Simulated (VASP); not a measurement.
# SrCl2 (Fm-3m) in VASP: a series of runs

Aim: see how the results for SrCl2 move with the level of theory and the settings. Levels: PBEsol, PBE. Tasks: single point.

Everything below comes from runs of VASP 6.6.1. Logs are shortened: lines on timing, memory, paths and dates and some standing lists are left out, and cuts for length are marked.

## Step 1: The cell of the first run

It takes space group Fm-3m (No. 225, cubic). The conventional cell has a = 6.977 Å, b = 6.977 Å, c = 6.977 Å, α = 90.00°, β = 90.00°, γ = 90.00°. Within 4.0 Å of Sr (site symmetry m-3m) lie 8 Cl at 3.02 Å. Cl (site symmetry -43m) has 4 Sr at 3.02 Å and 6 Cl at 3.49 Å within 4.0 Å.

## Step 2: Single point, PBEsol

INCAR

```
SYSTEM = SrCl2
  ALGO = Normal
  EDIFF = 1E-6
  ENCUT = 520
  GGA = PS
  ISIF = 2
  ISMEAR = -1
  LASPH = .TRUE.
  LCHARG = .FALSE.
  LREAL = .FALSE.
  LWAVE = .FALSE.
  NBANDS = 19
  NELM = 80
  PREC = Accurate
  SIGMA = 0.05
```

KPOINTS

```
k-points
0
G
  7 7 7
  0 0 0
```

POSCAR

```
SrCl2
1.0
    0.0000000000      3.4883500000      3.4883500000
    3.4883500000      0.0000000000      3.4883500000
    3.4883500000      3.4883500000      0.0000000000
Sr Cl
1 2
Direct
    0.0000000000      0.0000000000      0.0000000000
    0.7500000000      0.7500000000      0.7500000000
    0.2500000000      0.2500000000      0.2500000000
```

Potentials or basis: VASP PAW PBE potentials, release 64 (Sr_sv, Cl).

Started as:

```
$ cat potpaw_PBE.64/Sr_sv/POTCAR potpaw_PBE.64/Cl/POTCAR > POTCAR
$ mpirun -np 1 vasp_std > vasp.out
```

OUTCAR:

```text
SYSTEM = SrCl2
   EDIFF = 1E-6
   ENCUT = 520
   GGA = PS
   ISIF = 2
   ISMEAR = -1
   LASPH = .TRUE.
   LREAL = .FALSE.
   NELM = 80
   PREC = Accurate

 ion  position               nearest neighbor table
   1  0.000  0.000  0.000-   2 3.02   2 3.02   2 3.02   2 3.02   3 3.02   3 3.02   3 3.02   3 3.02

   2  0.750  0.750  0.750-   1 3.02   1 3.02   1 3.02   1 3.02
   3  0.250  0.250  0.250-   1 3.02   1 3.02   1 3.02   1 3.02

  LATTYP: Found a face centered cubic cell.
 ALAT       =     6.9767000000

  Lattice vectors:

 A1 = (   0.0000000000,   3.4883500000,   3.4883500000)
 A2 = (   3.4883500000,   0.0000000000,   3.4883500000)
 A3 = (   3.4883500000,   3.4883500000,   0.0000000000)

Analysis of symmetry for initial positions (statically):
=====================================================================
 Subroutine PRICEL returns:
 Original cell was already a primitive cell.

 Routine SETGRP: Setting up the symmetry group for a
 face centered cubic supercell.

 Subroutine GETGRP returns: Found 48 space group operations
 (whereof 48 operations were pure point group operations)
 out of a pool of 48 trial point group operations.

The static configuration has the point symmetry O_h .

Analysis of symmetry for dynamics (positions and initial velocities):
=====================================================================
 Subroutine PRICEL returns:
 Original cell was already a primitive cell.

 Routine SETGRP: Setting up the symmetry group for a
 face centered cubic supercell.

 Subroutine GETGRP returns: Found 48 space group operations
 (whereof 48 operations were pure point group operations)
 out of a pool of 48 trial point group operations.

The dynamic configuration has the point symmetry O_h .

 Subroutine INISYM returns: Found 48 space group operations
 (whereof 48 operations are pure point group operations),
 and found     1 'primitive' translations

----------------------------------------------------------------------------------------

                                     Primitive cell

  volume of cell :      84.8966

  direct lattice vectors                    reciprocal lattice vectors
     0.000000000  3.488350000  3.488350000    -0.143334241  0.143334241  0.143334241
     3.488350000  0.000000000  3.488350000     0.143334241 -0.143334241  0.143334241
     3.488350000  3.488350000  0.000000000     0.143334241  0.143334241 -0.143334241

  length of vectors
     4.933271880  4.933271880  4.933271880     0.248262188  0.248262188  0.248262188

  position of ions in fractional coordinates (direct lattice)
     0.000000000  0.000000000  0.000000000
     0.750000000  0.750000000  0.750000000
     0.250000000  0.250000000  0.250000000

  ion indices of the primitive-cell ions
   primitive index   ion index
                 1           1
                 2           2
                 3           3

----------------------------------------------------------------------------------------

 KPOINTS: k-points

Automatic generation of k-mesh.
 Grid dimensions read from file:
 generate k-points for:    7    7    7

 Generating k-lattice:

  Cartesian coordinates                     Fractional coordinates (reciprocal lattice)
    -0.020476320  0.020476320  0.020476320     0.142857143  0.000000000  0.000000000
     0.020476320 -0.020476320  0.020476320     0.000000000  0.142857143  0.000000000
     0.020476320  0.020476320 -0.020476320     0.000000000  0.000000000  0.142857143

  Length of vectors
     0.035466027  0.035466027  0.035466027

  Shift w.r.t. Gamma in fractional coordinates (k-lattice)
     0.000000000  0.000000000  0.000000000

 Subroutine IBZKPT returns following result:
 ===========================================

 Found     20 irreducible k-points:

 Following reciprocal coordinates:
            Coordinates               Weight
  0.000000  0.000000  0.000000      1.000000
  0.142857  0.000000  0.000000      8.000000
  0.285714  0.000000  0.000000      8.000000
  0.428571  0.000000  0.000000      8.000000
  0.142857  0.142857  0.000000      6.000000
  0.285714  0.142857  0.000000     24.000000
[... 12 lines left out ...]
 -0.428571  0.428571  0.142857     24.000000
 -0.285714  0.428571  0.142857     24.000000
   k-points           NKPTS =     20   k-points in BZ     NKDIM =     20   number of bands    NBANDS=     19
   number of dos      NEDOS =    301   number of ions     NIONS =      3
   total plane-waves  NPLWV =  64000
   dimension x,y,z NGX =    40 NGY =   40 NGZ =   40
   dimension x,y,z NGXF=    80 NGYF=   80 NGZF=   80
   ions per type =               1   2
   NGX,Y,Z   is equivalent  to a cutoff of  13.48, 13.48, 13.48 a.u.
   NGXF,Y,Z  is equivalent  to a cutoff of  26.96, 26.96, 26.96 a.u.
 SYSTEM =  SrCl2
   PREC   = accura    normal or accurate (medium, high low for compatibility)
   ISTART =      0    job   : 0-new  1-cont  2-samecut
   ICHARG =      2    charge: 1-file 2-atom 10-const
   ISPIN  =      1    spin polarized calculation?
   LNONCOLLINEAR =      F non collinear calculations
   LSORBIT =      F    spin-orbit coupling
   LASPH  =      T    aspherical Exc in radial PAW
   ENCUT  =  520.0 eV  38.22 Ry    6.18 a.u.   9.17  9.17  9.17*2*pi/ulx,y,z
   NELM   =     80;   NELMIN=  2; NELMDL= -5     # of ELM steps
   EDIFF  = 0.1E-05   stopping-criterion for ELM
   LREAL  =      F    real-space projection
   EDIFFG = 0.1E-04   stopping-criterion for IOM
   NSW    =      0    number of steps for IOM
   IBRION =     -1    ionic relax: 0-MD 1-quasi-New 2-CG
   NFREE  =      0    steps in history (QN), initial steepest desc. (CG)
   ISIF   =      2    stress and relaxation
   ISYM   =      2    0-nonsym 1-usesym 2-fastsym
   POTIM  = 0.5000    time-step for ionic-motion
   TEBEG  =    0.0;   TEEND  =   0.0 temperature during run
   PSTRESS=    0.0 pullay stress
   NELECT =      24.0000    total number of electrons
   NUPDOWN=      -1.0000    fix difference up-down
   EMIN   =  10.00;   EMAX   =-10.00  energy-range for DOS
   EFERMI =   0.00;   METHOD = LEGACY
   ISMEAR =    -1;   SIGMA  =   0.05  broadening in eV -4-tet -1-fermi 0-gaus
   EFERMI_NEDOS =   21; number of points for ismear=-14 and -15
   IALGO  =     38    algorithm
   IMIX   =      4    mixing-type and parameters
     AMIX     =   0.40;   BMIX     =  1.00
     AMIX_MAG =   1.60;   BMIX_MAG =  1.00
  volume/ion in A,a.u.               =      28.30       190.97
  Fermi-wavevector in a.u.,A,eV,Ry     =   1.074439  2.030396 15.706833  1.154420
  Thomas-Fermi vector in A             =   2.210267
   LORBIT       =      0    0 simple, 1 ext, 2 COOP (PROOUT), +10 PAW based schemes
   GGA     = PS    functional components
   LHFCALC =     F    Hartree Fock is set to
   AEXX    =    0.0000 exact exchange contribution
   IVDW    =     0    specifies the selected vdW correction
   LEPSILON=     F    determine dielectric tensor
   LRPA    =     F    only Hartree local field effects (RPA)
 non-spin polarized calculation
  energy-cutoff  :      520.00
  volume of cell :       84.90
 maximum number of plane-waves:      2301
 NGX is ok and might be reduce to    40
   NGX = 19   NGY = 19   NGZ = 19

 number of electron      24.0000003 magnetization

 Free energy of the ion-electron system (eV)
  ---------------------------------------------------
  ext. energy  EPLUGINS =         0.00000000
  ---------------------------------------------------
  free energy    TOTEN  =       -13.33687711 eV

  energy without entropy =      -13.33687711  energy(sigma->0) =      -13.33687711

 E-fermi :   1.1756     XC(G=0):  -8.4910

 val. band max:        0.0480110634   @ k =  -0.4286   0.4286   0.0000
 cond. band min:       5.2167378402   @ k =   0.0000   0.0000   0.0000
 fundamental gap:      5.1687267768
 Fermi energy:         1.1755819250

 k-point     1 :       0.0000    0.0000    0.0000
  band No.  band energies     occupation
      1     -32.7169      2.00000
      2     -14.7331      2.00000
      3     -14.7331      2.00000
      4     -14.7331      2.00000
      5     -13.2132      2.00000
      6     -12.3454      2.00000
[... 11 lines left out ...]
     18       8.9610      0.00000
     19       9.3598      0.00000

 k-point     2 :       0.1429    0.0000    0.0000
  band No.  band energies     occupation
      1     -32.7163      2.00000
      2     -14.8048      2.00000
      3     -14.7358      2.00000
      4     -14.7358      2.00000
      5     -13.0930      2.00000
      6     -12.3900      2.00000
[... 11 lines left out ...]
     18       8.7775      0.00000
     19       9.7179      0.00000

 k-point     3 :       0.2857    0.0000    0.0000
  band No.  band energies     occupation
      1     -32.7149      2.00000
      2     -14.9349      2.00000
      3     -14.7419      2.00000
      4     -14.7419      2.00000
      5     -12.8808      2.00000
      6     -12.4559      2.00000
[... 11 lines left out ...]
     18       8.6132      0.00000
     19       9.3926      0.00000

 k-point     4 :       0.4286    0.0000    0.0000
  band No.  band energies     occupation
      1     -32.7138      2.00000
      2     -15.0193      2.00000
      3     -14.7468      2.00000
      4     -14.7468      2.00000
      5     -12.8079      2.00000
      6     -12.4246      2.00000
[... 319 lines left out ...]
     18       8.8659      0.00000
     19       9.6497      0.00000

 k-point    19 :      -0.4286    0.4286    0.1429
  band No.  band energies     occupation
      1     -32.7127      2.00000
      2     -15.0309      2.00000
      3     -14.8310      2.00000
      4     -14.7655      2.00000
      5     -12.5964      2.00000
      6     -12.4939      2.00000
[... 11 lines left out ...]
     18       9.1334      0.00000
     19       9.8458      0.00000

 k-point    20 :      -0.2857    0.4286    0.1429
  band No.  band energies     occupation
      1     -32.7126      2.00000
      2     -14.9664      2.00000
      3     -14.9108      2.00000
      4     -14.7645      2.00000
      5     -12.5658      2.00000
      6     -12.5083      2.00000
[... 11 lines left out ...]
     18       9.2860      0.00000
     19      10.4025      0.00000

------------------------ aborting loop because EDIFF is reached ----------------------------------------

  FORCE on cell =-STRESS in cart. coord.  units (eV):
  Direction    XX          YY          ZZ          XY          YZ          ZX
  --------------------------------------------------------------------------------------
  -------------------------------------------------------------------------------------
  Total       -0.4993008     -0.4993008     -0.4993008      0.0000000      0.0000000      0.0000000
  in kB       -9.4228590     -9.4228590     -9.4228590      0.0000000      0.0000000      0.0000000
  external PRESSURE =      -9.4228590 kB  Pullay stress =       0.0000000 kB

 VOLUME and BASIS-vectors are now :
 -----------------------------------------------------------------------------
  energy-cutoff  :      520.00
  volume of cell :       84.90
      direct lattice vectors                 reciprocal lattice vectors
     0.000000000  3.488350000  3.488350000    -0.143334241  0.143334241  0.143334241
     3.488350000  0.000000000  3.488350000     0.143334241 -0.143334241  0.143334241
     3.488350000  3.488350000  0.000000000     0.143334241  0.143334241 -0.143334241

 POSITION                                       TOTAL-FORCE (eV/Angst)
 -----------------------------------------------------------------------------------
      0.00000      0.00000      0.00000         0.000000      0.000000      0.000000
      5.23252      5.23252      5.23252         0.000000      0.000000      0.000000
      1.74418      1.74418      1.74418        -0.000000     -0.000000     -0.000000
 -----------------------------------------------------------------------------------
    total drift:                               -0.000000     -0.000000      0.000000

  FREE ENERGIE OF THE ION-ELECTRON SYSTEM (eV)
  ---------------------------------------------------
  free  energy   TOTEN  =       -13.3368771067 eV

  energy  without entropy=      -13.3368771067  energy(sigma->0) =      -13.33687711
```

Wall time 22 s (1 thread of AMD EPYC 9R45 (Zen 5), shared host); peak memory 0.2 GiB.

Results:

- Free energy: -13.3369 eV
- Pressure: -0.9 GPa
- Band gap on the k mesh: 5.17 eV, indirect (least direct gap 5.48 eV)

Levels at points of the mesh, in eV from the valence-band top:
| k point | band 10 | band 11 | band 12 | band 13 | band 14 | band 15 |
| --- | --- | --- | --- | --- | --- | --- |
| (0.00, 0.00, 0.00) | -0.31 | -0.31 | -0.31 | 5.17 | 6.01 | 6.01 |

Caveat: the PAW data sets were made with another functional, which shifts forces and pressure a little. A hybrid or GW would open this gap; PBEsol tends to underestimate it.

## Step 3: Single point, PBE

INCAR

```
PREC     = Accurate       # precision mode
ENCUT    = 520            # plane-wave cutoff, eV
EDIFF    = 1E-7           # SCF threshold, eV
ISMEAR   = -1             # smearing method
SIGMA    = 0.05           # smearing width, eV
LREAL    = False          # projectors in reciprocal space
LASPH    = True           # aspherical terms in the spheres
NELM     = 100            # most SCF steps
ALGO     = Normal         # electronic algorithm
ISIF     = 2              # what is computed and relaxed
LWAVE    = False          # write WAVECAR
LCHARG   = False          # write CHGCAR
GGA      = PE             # functional
NBANDS   = 19             # bands
```

KPOINTS

```
Automatic mesh
0
Gamma
  7 7 7
```

POSCAR is that of step 2.

Potentials or basis: VASP PAW PBE potentials, release 64 (Sr_sv, Cl).

Started as:

```
$ cat potpaw_PBE.64/Sr_sv/POTCAR potpaw_PBE.64/Cl/POTCAR > POTCAR
$ mpirun -np 1 vasp_std > vasp.out
```

OUTCAR:

```text
PREC = Accurate
   ENCUT = 520
   EDIFF = 1E-7
   ISMEAR = -1
   LREAL = False
   LASPH = True
   NELM = 100
   ISIF = 2
   GGA = PE

 ion  position               nearest neighbor table
   1  0.000  0.000  0.000-   2 3.02   2 3.02   2 3.02   2 3.02   3 3.02   3 3.02   3 3.02   3 3.02

   2  0.750  0.750  0.750-   1 3.02   1 3.02   1 3.02   1 3.02
   3  0.250  0.250  0.250-   1 3.02   1 3.02   1 3.02   1 3.02

  LATTYP: Found a face centered cubic cell.
 ALAT       =     6.9767000000
[... 626 lines left out ...]

  FORCE on cell =-STRESS in cart. coord.  units (eV):
  Direction    XX          YY          ZZ          XY          YZ          ZX
  --------------------------------------------------------------------------------------
  -------------------------------------------------------------------------------------
  Total        0.5698710      0.5698710      0.5698710      0.0000000      0.0000000     -0.0000000
  in kB       10.7546677     10.7546677     10.7546677      0.0000000      0.0000000     -0.0000000
  external PRESSURE =      10.7546677 kB  Pullay stress =       0.0000000 kB

 VOLUME and BASIS-vectors are now :
 -----------------------------------------------------------------------------
  energy-cutoff  :      520.00
  volume of cell :       84.90
      direct lattice vectors                 reciprocal lattice vectors
     0.000000000  3.488350000  3.488350000    -0.143334241  0.143334241  0.143334241
     3.488350000  0.000000000  3.488350000     0.143334241 -0.143334241  0.143334241
     3.488350000  3.488350000  0.000000000     0.143334241  0.143334241 -0.143334241

 POSITION                                       TOTAL-FORCE (eV/Angst)
 -----------------------------------------------------------------------------------
      0.00000      0.00000      0.00000        -0.000000     -0.000000     -0.000000
      5.23252      5.23252      5.23252         0.000000      0.000000      0.000000
      1.74418      1.74418      1.74418         0.000000     -0.000000     -0.000000
 -----------------------------------------------------------------------------------
    total drift:                               -0.000000     -0.000000      0.000000

  FREE ENERGIE OF THE ION-ELECTRON SYSTEM (eV)
  ---------------------------------------------------
  free  energy   TOTEN  =       -12.7823578692 eV

  energy  without entropy=      -12.7823578691  energy(sigma->0) =      -12.78235787
```

OSZICAR:

```text
N       E                     dE             d eps       ncg     rms          rms(c)
DAV:   1     0.142105878002E+03    0.14211E+03   -0.11545E+04   760   0.114E+03
DAV:   2    -0.383854419534E+01   -0.14594E+03   -0.14241E+03   994   0.220E+02
DAV:   3    -0.128035046245E+02   -0.89650E+01   -0.89390E+01   994   0.554E+01
DAV:   4    -0.130553718981E+02   -0.25187E+00   -0.25152E+00  1242   0.808E+00
DAV:   5    -0.130588369722E+02   -0.34651E-02   -0.34647E-02  1043   0.791E-01    0.129E+01
DAV:   6    -0.127642512897E+02    0.29459E+00   -0.59060E-01   880   0.431E+00    0.830E+00
DAV:   7    -0.127739777678E+02   -0.97265E-02   -0.36368E-01  1037   0.362E+00    0.213E+00
DAV:   8    -0.127798939115E+02   -0.59161E-02   -0.54444E-02   866   0.129E+00    0.410E-01
DAV:   9    -0.127808752805E+02   -0.98137E-03   -0.19861E-03   979   0.266E-01    0.148E-01
DAV:  10    -0.127822366545E+02   -0.13614E-02   -0.96170E-04   813   0.182E-01    0.387E-02
DAV:  11    -0.127823351237E+02   -0.98469E-04   -0.65740E-05   980   0.459E-02    0.422E-02
DAV:  12    -0.127823571083E+02   -0.21985E-04   -0.25400E-05   825   0.257E-02    0.718E-03
DAV:  13    -0.127823578659E+02   -0.75762E-06   -0.10114E-06  1008   0.591E-03    0.494E-03
DAV:  14    -0.127823578692E+02   -0.32867E-08   -0.38792E-07   778   0.389E-03
   1 F= -.12782358E+02 E0= -.12782358E+02  d E =-.108743E-09
```

It took 39 s on 1 thread of AMD EPYC 7R13 (Zen 3), shared host; peak memory 0.2 GiB.

Results:

```yaml
Free_energy: -12.7824 eV
Pressure: 1.1 GPa
Band_gap_on_the_k_mesh: 5.37 eV, indirect (least direct gap 5.68 eV)
```

## Step 4: Single point, PBEsol

INCAR

```
  PREC = Accurate
  ENCUT = 520
  EDIFF = 1E-7
  ISMEAR = -1
  SIGMA = 0.05
  LREAL = F
  LASPH = T
  NELM = 80
  ALGO = Normal
  ISIF = 2
  LWAVE = F
  LCHARG = F
  GGA = PS
  NBANDS = 19
```

KPOINTS

```
Automatic mesh
0
Gamma
  5 5 5
```

POSCAR is that of step 3.

Started as:

```
$ cat potpaw_PBE.64/Sr_sv/POTCAR potpaw_PBE.64/Cl/POTCAR > POTCAR
$ mpirun -np 1 vasp_std > vasp.out
```

Run time: 11 s. Hardware: 1 thread of Intel Xeon 6975P-C (Granite Rapids), shared host; peak memory 0.23 GiB.

Results (log left out):

* Free energy: -13.3369 eV
* Pressure: -0.9 GPa
* Band gap on the k mesh: 5.21 eV, indirect (least direct gap 5.48 eV)

Levels at points of the mesh, in eV from the valence-band top:
```tsv
k point	band 8	band 9	band 10	band 11	band 12	band 13	band 14	band 15	band 16	band 17
(0.00, 0.00, 0.00)	-2.10	-2.10	-0.27	-0.27	-0.27	5.21	6.05	6.05	8.95	8.95
```

Caveat: the PAW data sets were made with another functional, which shifts forces and pressure a little.

## Step 5: Single point, PBEsol, non-collinear spin, zero start, spin-orbit coupling

INCAR

```
SYSTEM = SrCl2
PREC = Accurate ; ENCUT = 520
EDIFF = 1E-6 ; ISMEAR = -1
SIGMA = 0.05 ; LREAL = .FALSE.
LASPH = .TRUE. ; NELM = 150
ALGO = Normal ; ISIF = 2
LWAVE = .FALSE. ; LCHARG = .FALSE.
MAGMOM = 0 0 0 0 0 0 0 0 0 ; LORBIT = 11
LSORBIT = .TRUE. ; GGA_COMPAT = .FALSE.
LORBMOM = .TRUE. ; GGA = PS
NBANDS = 37
```

KPOINTS

```
regular mesh
0
G
  5 5 5
  0 0 0
```

POSCAR is that of step 4.

Started as:

```
$ cat potpaw_PBE.64/Sr_sv/POTCAR potpaw_PBE.64/Cl/POTCAR > POTCAR
$ mpirun -np 1 vasp_ncl > vasp.out
```

Run time: 50 s. Hardware: 1 thread of Intel Xeon 6975P-C (Granite Rapids), shared host; peak memory 0.49 GiB.

It converged, with:

- Free energy: -13.4273 eV
- Pressure: -0.9 GPa
- Net moment: 0.00 μB per cell
- Valence electrons inside the program's atomic spheres: Sr 7.92; Cl 5.13

Moments on the atoms (μB; x, y, z):
```
Sr  0.00 0.00 0.00
Cl  0.00 0.00 0.00
Cl  0.00 0.00 0.00
```

Caveat: the PAW data sets were made with another functional, which shifts forces and pressure a little.

## Step 6: Summary

```tsv
level	spin	k mesh	gap on the mesh (eV)	pressure (GPa)
PBEsol	off	7 × 7 × 7	5.17	-0.9
PBE	off	7 × 7 × 7	5.37	1.1
PBEsol	off	5 × 5 × 5	5.21	-0.9
PBEsol	non-collinear, zero start, SOC	5 × 5 × 5	-	-0.9
```

Alike in all rows: task single point; potentials or basis VASP PAW PBE potentials, release 64 (Sr_sv, Cl); cell as given; cutoff (eV) 520; smearing fermi-dirac 0.05 eV.

On the cell as given the gap runs from 5.17 eV (PBEsol) to 5.37 eV (PBE); the meshes differ, which moves gaps too. The pressure there spans -0.9 GPa (PBEsol) to 1.1 GPa (PBE); a positive pressure means that this level wants a larger cell, a negative one a smaller.

Caveats: the PAW data sets were made with another functional, which shifts forces and pressure a little (some runs).

Total energies depend on the potentials used, so only differences within one code and one set of settings carry meaning.
